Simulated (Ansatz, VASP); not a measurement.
# One calculation of Hg, two programs

```xyz
1
Lattice="1.6950 0.9786 2.1888 -1.6950 0.9786 2.1888 0.0000 -1.9572 2.1888" Properties=species:S:1:pos:R:3 pbc="T T T"
Hg    0.0000    0.0000    0.0000
```

Change from the starting cell: volume scaled by 0.9405.

Alike in both runs: task single point; functional PBE; k mesh 12 × 12 × 12; occupations fermi-dirac, width 0.03 eV; no spin polarisation.

```csv
,VASP,Ansatz
version,VASP 6.6.1,Ansatz 0.2.0
potentials or method,"VASP PAW PBE potentials, release 64 (Hg), cutoff 520 eV","all-electron LAPW, scalar-relativistic"
```

```tsv
	VASP	Ansatz	Ansatz less VASP
pressure (GPa)	11.0	10.4	-0.63
traceless stress, the component that is largest in VASP (GPa)	2.14	1.90	-0.238
```

Ansatz ran all-electron here, and VASP with PAW potentials.

Neither program's run includes spin-orbit coupling.
